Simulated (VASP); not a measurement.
B8N7 (a cell with a defect), 15 atoms in the cell. The cell holds a defect, 15 atoms: a = 5.098 Å, b = 5.105 Å, c = 5.105 Å, α = 75.56°, β = 60.04°, γ = 60.04°.  This cell differs from its parent crystal: atoms taken out, atom 14 moved -0.125 of the way to it and +0.000 Å across, host rigid.

| Item | Value |
| --- | --- |
| Program | VASP 6.6.1 |
| Task | single point |
| Functional | PBE |
| Potentials or basis | VASP PAW PBE potentials, release 64 (B, N) |
| Cutoff | 520 eV |
| k mesh | 6 × 6 × 6 |
| Occupations | gaussian, width 0.05 eV |
| Spin | no spin polarisation |
| Dipole correction | no |
| Charge | 3 |
| Further INCAR settings | LREAL = Auto; ALGO = Normal; EDIFF = 1e-06; NBANDS = 42; NELECT = 56.0 |

Potentials or basis: VASP PAW PBE potentials, release 64 (B, N).

Run with:

```console
$ cat potpaw_PBE.64/B/POTCAR potpaw_PBE.64/N/POTCAR > POTCAR
$ mpirun -np 1 vasp_std > vasp.out
```

Hardware: 1 thread of Intel(R) Xeon(R) Platinum 8259CL CPU @ 2.50GHz (Skylake/Cascade Lake), on a shared host.

Question: How long does it take, and how much memory?

Answer: It took 7.3 min on 1 thread of Intel(R) Xeon(R) Platinum 8259CL CPU @ 2.50GHz (Skylake/Cascade Lake), on a shared host, peak memory 0.3 GiB. Counts: scf iterations 16, k points 46.
